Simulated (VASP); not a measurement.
# VH2 (Fm-3m) in VASP: a series of runs, part 2 of 2

VASP 6.6.1.

## Step 3: Single point, r2SCAN (6.49 Å³/atom)

This run uses another cell than the first one, of 6.49 Å³/atom.

Input file POSCAR:

```
VH2
1.0
    0.0000000000      2.1348187828      2.1348187828
    2.1348187828      0.0000000000      2.1348187828
    2.1348187828      2.1348187828      0.0000000000
V H
1 2
Direct
    0.0000000000      0.0000000000      0.0000000000
    0.2500000000      0.2500000000      0.2500000000
    0.7500000000      0.7500000000      0.7500000000
```

Input file INCAR.step1:

```
SYSTEM = VH2
ALGO = Normal ; EDIFF = 1E-4
ENCUT = 520 ; GGA = PE
ISMEAR = 0 ; LASPH = .True.
LCHARG = .False. ; LREAL = .False.
LWAVE = .True. ; NBANDS = 14
NELM = 60 ; PREC = Accurate
SIGMA = 0.1
```

Input file INCAR.step2:

```
SYSTEM = VH2
ALGO = Normal ; EDIFF = 1E-6
ENCUT = 520 ; ISIF = 2
ISMEAR = 0 ; ISTART = 1
LASPH = .True. ; LCHARG = .False.
LMIXTAU = .True. ; LREAL = .False.
LWAVE = .False. ; METAGGA = R2SCAN
NBANDS = 14 ; NELM = 60
PREC = Accurate ; SIGMA = 0.1
```

Input file KPOINTS:

```
k-points
0
Gamma
  16 16 16
  0 0 0
```

Potentials or basis: VASP PAW PBE potentials, release 64 (V_sv, H).

The run is started by

```
$ cat potpaw_PBE.64/V_sv/POTCAR potpaw_PBE.64/H/POTCAR > POTCAR
$ cp INCAR.step1 INCAR
$ mpirun -np 1 vasp_std > vasp.out
$ cp INCAR.step2 INCAR
$ mpirun -np 1 vasp_std > vasp.out
```

It took 2.1 min on 1 thread of Intel Xeon Platinum 8375C at 2.90GHz (Ice Lake), shared host; peak memory 0.17 GiB.

It converged, with:

| Item | Value |
| --- | --- |
| Free energy | -21.7114 eV |
| Pressure | -9.3 GPa |
| Band gap on the k mesh | zero (an odd number of electrons rules out a gap without spin polarisation) |

Levels at points of the mesh, in eV from the Fermi level:
| k point | band 5 | band 6 | band 7 | band 8 | band 9 | band 10 | band 11 | band 12 |
| --- | --- | --- | --- | --- | --- | --- | --- | --- |
| (0.00, 0.00, 0.00) | -12.05 | -0.98 | -0.98 | -0.98 | 0.74 | 0.74 | 0.80 | 16.56 |
| (0.50, 0.00, 0.00) | -8.32 | -6.11 | -0.84 | -0.84 | 1.51 | 1.51 | 4.24 | 7.98 |
| (0.50, 0.50, 0.00) | -6.78 | -6.17 | -3.62 | 1.59 | 1.64 | 1.64 | 6.97 | 7.75 |

Caveat: the cell stands under tension; the PAW data sets were made with another functional, which shifts forces and pressure a little.

## Step 4: Single point, r2SCAN (6.73 Å³/atom)

This run uses another cell than the first one, of 6.73 Å³/atom.

Input file POSCAR:

```
VH2
1.0
    0.0000000000      2.1613409827      2.1613409827
    2.1613409827      0.0000000000      2.1613409827
    2.1613409827      2.1613409827      0.0000000000
V H
1 2
Direct
    0.0000000000      0.0000000000      0.0000000000
    0.2500000000      0.2500000000      0.2500000000
    0.7500000000      0.7500000000      0.7500000000
```

Input file INCAR.step1:

```
SYSTEM = VH2
PREC = Accurate
ENCUT = 520
ISMEAR = 0
SIGMA = 0.1
LREAL = .False.
LASPH = .True.
NELM = 100
NBANDS = 14
GGA = PE
ALGO = Normal
EDIFF = 1E-4
LWAVE = .True.
LCHARG = .False.
```

Input file INCAR.step2:

```
SYSTEM = VH2
PREC = Accurate
ENCUT = 520
EDIFF = 1E-7
ISMEAR = 0
SIGMA = 0.1
LREAL = .False.
LASPH = .True.
NELM = 100
ALGO = Normal
ISIF = 2
LWAVE = .False.
LCHARG = .True.
METAGGA = R2SCAN
LMIXTAU = .True.
LELF = .True.
LVHAR = .True.
NBANDS = 14
ISTART = 1
```

Input file KPOINTS:

```
regular mesh
0
Gamma
  16 16 16
  0 0 0
```

Potentials or basis: VASP PAW PBE potentials, release 64 (V_sv, H).

The run is started by

```
$ cat potpaw_PBE.64/V_sv/POTCAR potpaw_PBE.64/H/POTCAR > POTCAR
$ cp INCAR.step1 INCAR
$ mpirun -np 1 vasp_std > vasp.out
$ cp INCAR.step2 INCAR
$ mpirun -np 1 vasp_std > vasp.out
```

OUTCAR:

```text
SYSTEM = VH2
   PREC = Accurate
   ENCUT = 520
   EDIFF = 1E-7
   ISMEAR = 0
   LREAL = .False.
   LASPH = .True.
   NELM = 100
   ISIF = 2
   METAGGA = R2SCAN
   ISTART = 1

 ion  position               nearest neighbor table
   1  0.000  0.000  0.000-   3 1.87   3 1.87   3 1.87   2 1.87   2 1.87   2 1.87   3 1.87   2 1.87

   2  0.250  0.250  0.250-   1 1.87   1 1.87   1 1.87   1 1.87
   3  0.750  0.750  0.750-   1 1.87   1 1.87   1 1.87   1 1.87

  LATTYP: Found a face centered cubic cell.
 ALAT       =     4.3226819654

  Lattice vectors:

 A1 = (   0.0000000000,   2.1613409827,   2.1613409827)
 A2 = (   2.1613409827,   0.0000000000,   2.1613409827)
 A3 = (   2.1613409827,   2.1613409827,   0.0000000000)

Analysis of symmetry for initial positions (statically):
=====================================================================
 Subroutine PRICEL returns:
 Original cell was already a primitive cell.

 Routine SETGRP: Setting up the symmetry group for a
 face centered cubic supercell.

 Subroutine GETGRP returns: Found 48 space group operations
 (whereof 48 operations were pure point group operations)
 out of a pool of 48 trial point group operations.
[... 182 lines left out ...]
      9       8.4825      0.00000
     10       8.4825      0.00000
     11       8.5445      0.00000
     12      24.0257      0.00000
     13      25.4159      0.00000
     14      25.4159      0.00000
[... 377 lines left out ...]
      1     -59.5218      2.00000
      2     -32.1388      2.00000
      3     -32.1186      2.00000
      4     -32.1129      2.00000
      5      -3.7465      2.00000
      6       5.6236      2.00000
      7       6.9539      2.00000
      8       6.9588      2.00000
      9       8.3719      0.00000
     10       8.4889      0.00000
     11       9.9017      0.00000
     12      21.8651      0.00000
     13      24.0770      0.00000
     14      24.8200      0.00000

 [... further k-points ...]

------------------------ aborting loop because EDIFF is reached ----------------------------------------

  FORCE on cell =-STRESS in cart. coord.  units (eV):
  Direction    XX          YY          ZZ          XY          YZ          ZX
  --------------------------------------------------------------------------------------
  -------------------------------------------------------------------------------------
  Total       -1.8039969     -1.8039969     -1.8039969      0.0000000     -0.0000000      0.0000000
  in kB     -143.1352233   -143.1352233   -143.1352233      0.0000000     -0.0000000      0.0000000
  external PRESSURE =    -143.1352233 kB  Pullay stress =       0.0000000 kB

 VOLUME and BASIS-vectors are now :
 -----------------------------------------------------------------------------
  energy-cutoff  :      520.00
  volume of cell :       20.19
      direct lattice vectors                 reciprocal lattice vectors
     0.000000000  2.161340983  2.161340983    -0.231337861  0.231337861  0.231337861
     2.161340983  0.000000000  2.161340983     0.231337861 -0.231337861  0.231337861
     2.161340983  2.161340983  0.000000000     0.231337861  0.231337861 -0.231337861

 POSITION                                       TOTAL-FORCE (eV/Angst)
 -----------------------------------------------------------------------------------
      0.00000      0.00000      0.00000        -0.000000      0.000000     -0.000000
      1.08067      1.08067      1.08067         0.000000      0.000000      0.000000
      3.24201      3.24201      3.24201        -0.000000     -0.000000     -0.000000
 -----------------------------------------------------------------------------------
    total drift:                               -0.000000      0.000000      0.000000

  FREE ENERGIE OF THE ION-ELECTRON SYSTEM (eV)
  ---------------------------------------------------
  free  energy   TOTEN  =       -21.6581996647 eV

  energy  without entropy=      -21.6506203400  energy(sigma->0) =      -21.65441000
```

Run time: 2.2 min. Hardware: 1 thread of Intel Xeon Platinum 8375C at 2.90GHz (Ice Lake), shared host; peak memory 0.17 GiB.

Results:

```yaml
Free_energy: -21.6582 eV
Pressure: -14.3 GPa
Band_gap_on_the_k_mesh: zero (an odd number of electrons rules out a gap without spin polarisation)
```

Caveat: the cell stands under tension; the PAW data sets were made with another functional, which shifts forces and pressure a little.

## Step 5: Overview

| cell | gap on the mesh (eV) | pressure (GPa) |
| --- | --- | --- |
| a = 2.990 Å, angles 60.0°, 3 atoms | none | -4.8 |
| a = 3.019 Å, angles 60.0°, 3 atoms | none | -9.3 |
| a = 3.057 Å, angles 60.0°, 3 atoms | none | -14.3 |

Alike in all rows: task single point; level r2SCAN; potentials or basis VASP PAW PBE potentials, release 64 (V_sv, H); no spin polarisation; k mesh 16 × 16 × 16; cutoff (eV) 520; smearing gaussian 0.1 eV.

Caveats: the cell stands under tension; the PAW data sets were made with another functional, which shifts forces and pressure a little.

Absolute energies hang on the potentials; compare differences alone.
